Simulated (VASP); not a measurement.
Input of a VASP 6.6.1 run:

INCAR

```
PREC = Accurate
ENCUT = 520
EDIFF = 1E-6
ISMEAR = 0
SIGMA = 0.1
LREAL = Auto
LASPH = True
NELM = 150
ALGO = Normal
ISIF = 2
LWAVE = False
LCHARG = False
ISPIN = 2
MAGMOM = 0 0 0 1 0 0 0 0 0 0 0 0 0 0 0 0
LORBIT = 11
LMAXMIX = 4
GGA = PE
NBANDS = 58
```

The input KPOINTS:

```
Automatic mesh
0
Gamma
  4 4 4
```

Contents of POSCAR:

```
CaMg2AgC6N6
1.0
    0.0000000000      5.3960000000      5.3960000000
    5.3960000000      0.0000000000      5.3960000000
    5.3960000000      5.3960000000      0.0000000000
Ca Mg Ag C N
1 2 1 6 6
Direct
    0.0000000000      0.0000000000      0.0000000000
    0.2500000000      0.2500000000      0.2500000000
    0.7500000000      0.7500000000      0.7500000000
    0.5000000000      0.5000000000      0.5000000000
    0.8048554500      0.1951445500      0.1951445500
    0.1951445500      0.8048554500      0.1951445500
    0.1951445500      0.1951445500      0.8048554500
    0.1951445500      0.8048554500      0.8048554500
    0.8048554500      0.1951445500      0.8048554500
    0.8048554500      0.8048554500      0.1951445500
    0.6964418100      0.3035581900      0.3035581900
    0.3035581900      0.6964418100      0.3035581900
    0.3035581900      0.3035581900      0.6964418100
    0.3035581900      0.6964418100      0.6964418100
    0.6964418100      0.3035581900      0.6964418100
    0.6964418100      0.6964418100      0.3035581900
```

Potentials or basis: VASP PAW PBE potentials, release 64 (Ca_sv, Mg, Ag, C, N).

The run is started by

```bash
$ cat potpaw_PBE.64/Ca_sv/POTCAR potpaw_PBE.64/Mg/POTCAR potpaw_PBE.64/Ag/POTCAR potpaw_PBE.64/C/POTCAR potpaw_PBE.64/N/POTCAR > POTCAR
$ mpirun -np 1 vasp_std > vasp.out
```

Question: What does it give for the net moment?

Answer: -1.80 μB per cell.

Question: What does it give for the largest force?

Answer: 3.456 eV/Å.

Question: Estimate the pressure.

Answer: 14.1 GPa.

Question: Predict the site moments.

Answer: Ca -0.00; Mg -0.21; Ag +0.01; C -0.01; N -0.01 μB.

Forces in eV/Å, atoms in the order of the input:
```
Ca   0.000  0.000  0.000
Mg   0.000  0.000  0.000
Mg   0.000  0.000  0.000
Ag   0.000  0.000  0.000
C    3.456  0.000  0.000
C    0.000  3.456  0.000
C    0.000  0.000  3.456
C   -3.456  0.000  0.000
C    0.000 -3.456  0.000
C    0.000  0.000 -3.456
N   -0.440  0.000  0.000
N    0.000 -0.440  0.000
N    0.000  0.000 -0.440
N    0.440  0.000  0.000
N    0.000  0.440  0.000
N    0.000  0.000  0.440
```

Caveat: the cell stands under pressure; forces of over 1 eV/Å act on the atoms, so gaps and moduli don't describe the material at rest.
